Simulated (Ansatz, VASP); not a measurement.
# Te2Mo: VASP beside Ansatz

The input INCAR:

```
SYSTEM = Te2Mo
PREC = Accurate ; ENCUT = 520
EDIFF = 1E-7 ; ISMEAR = -1
SIGMA = 0.05 ; LREAL = .False.
LASPH = .True. ; NELM = 60
ALGO = Fast ; ISIF = 2
LWAVE = .False. ; LCHARG = .True.
LELF = .True. ; LVHAR = .True.
NBANDS = 64
```

File KPOINTS:

```
regular mesh
0
Gamma
  4 8 2
  0 0 0
```

Contents of POSCAR:

```
Te2Mo
1.0
    6.3300000000      0.0000000000      0.0000000000
    0.0000000000      3.4690000000      0.0000000000
   -0.9467947088      0.0000000000     13.8276237937
Te Mo
8 4
Direct
    0.9437000000      0.7500000000      0.6045000000
    0.0563000000      0.2500000000      0.3955000000
    0.9030000000      0.2500000000      0.8514000000
    0.0970000000      0.7500000000      0.1486000000
    0.4112000000      0.7500000000      0.8955000000
    0.5888000000      0.2500000000      0.1045000000
    0.4432000000      0.2500000000      0.6484000000
    0.5568000000      0.7500000000      0.3516000000
    0.8167000000      0.7500000000      0.9926000000
    0.1833000000      0.2500000000      0.0074000000
    0.6819000000      0.2500000000      0.4934000000
    0.3181000000      0.7500000000      0.5066000000
```

input.yaml

```yaml
crystal:
  lattice:
    - [6.33, 0.0, 0.0]
    - [0.0, 3.469, 0.0]
    - [-0.9467947088, 0.0, 13.8276237937]
  atoms:
    - { symbol: Te, position: [0.9437, 0.75, 0.6045] }
    - { symbol: Te, position: [0.0563, 0.25, 0.3955] }
    - { symbol: Te, position: [0.903, 0.25, 0.8514] }
    - { symbol: Te, position: [0.097, 0.75, 0.1486] }
    - { symbol: Te, position: [0.4112, 0.75, 0.8955] }
    - { symbol: Te, position: [0.5888, 0.25, 0.1045] }
    - { symbol: Te, position: [0.4432, 0.25, 0.6484] }
    - { symbol: Te, position: [0.5568, 0.75, 0.3516] }
    - { symbol: Mo, position: [0.8167, 0.75, 0.9926] }
    - { symbol: Mo, position: [0.1833, 0.25, 0.0074] }
    - { symbol: Mo, position: [0.6819, 0.25, 0.4934] }
    - { symbol: Mo, position: [0.3181, 0.75, 0.5066] }
hamiltonian:
  xc: lda
  pseudopotentials: { kind: paw }
kpoints:
  mp_grid: { grid: [4, 8, 2] }
scf:
  occupations: { method: fermi_dirac, width: 0.05 }
  n_extra_bands: 30
output:
  forces: true
  stress: true
  eigenvalues: true
  dos: { projected: true, de: 0.05, nscf_kmesh: { grid: [6, 12, 3] } }
  write_density: true
  write_potential: true
  elf: true
  volumetric_format: npy
```

Alike in both runs: functional LDA; k mesh 4 × 8 × 2; occupations fermi-dirac, width 0.05 eV; no spin polarisation.

```csv
,VASP,Ansatz
version,VASP 6.6.1,Ansatz 0.2.0
potentials or method,"VASP PAW LDA potentials, release 64 (Te, Mo_sv)",Ansatz PAW
plane-wave cutoff (eV),520,420
valence electrons in the cell,104,184
task,single point,projected density of states
```

Ansatz gave:

```
gap on the k mesh at the Fermi level (eV)                     : none
pressure (GPa)                                                : -3.3
traceless stress, the component that is largest in VASP (GPa) : 0.29
rms of the force components (eV/Å)                            : 0.181
```

Question: What did VASP give for the same quantities?

Answer: gap on the k mesh at the Fermi level (eV): none; pressure (GPa): -3.1; traceless stress, the component that is largest in VASP (GPa): 0.33; rms of the force components (eV/Å): 0.161.

LDA's correlation is that of Perdew and Zunger in VASP and of Perdew and Wang (1992) in Ansatz. Atom by atom the forces differ by 0.021 eV/Å (rms over components). A gap of «none» marks a metal or a gap that the smearing closes. VASP's potentials hold 104 valence electrons a cell and Ansatz's 184, so a difference there can come from the potentials and not from the codes.

Neither program's run includes spin-orbit coupling.
